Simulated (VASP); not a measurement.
Input of a VASP 6.6.1 run:

File INCAR:

```
ALGO = Normal
EDIFF = 1E-6
ENCUT = 520
GGA = PS
ISIF = 2
ISMEAR = 0
LASPH = True
LCHARG = True
LELF = True
LREAL = False
LVHAR = True
LWAVE = False
NBANDS = 25
NELM = 100
PREC = Accurate
SIGMA = 0.01
```

File KPOINTS:

```
k-points
0
Gamma
  4 4 6
```

POSCAR

```
SiO2
1.0
    4.1064846246      0.0000000000      0.0000000000
    0.0000000000      4.1064846246      0.0000000000
    0.0000000000      0.0000000000      2.6200183902
Si O
2 4
Direct
    0.0000000000      0.0000000000      0.0000000000
    0.5000000000      0.5000000000      0.5000000000
    0.3059000000      0.3059000000      0.0000000000
    0.1941000000      0.8059000000      0.5000000000
    0.6941000000      0.6941000000      0.0000000000
    0.8059000000      0.1941000000      0.5000000000
```

Potentials or basis: VASP PAW PBE potentials, release 64 (Si, O).

Launch:

```console
$ cat potpaw_PBE.64/Si/POTCAR potpaw_PBE.64/O/POTCAR > POTCAR
$ mpirun -np 1 vasp_std > vasp.out
```

Question: Predict the largest force.

Answer: 0.465 eV/Å.

Question: Estimate the band gap on the k mesh.

Answer: 6.54 eV, direct.

Question: Predict the pressure.

Answer: 24.3 GPa.

Forces on the atoms (eV/Å):
```
Si   0.000  0.000  0.000
Si   0.000  0.000  0.000
O   -0.329 -0.329  0.000
O    0.329 -0.329  0.000
O    0.329  0.329  0.000
O   -0.329  0.329  0.000
```

Caveat: the PAW data sets were made with another functional, which shifts forces and pressure a little. A hybrid or GW would open this gap; PBEsol tends to underestimate it.
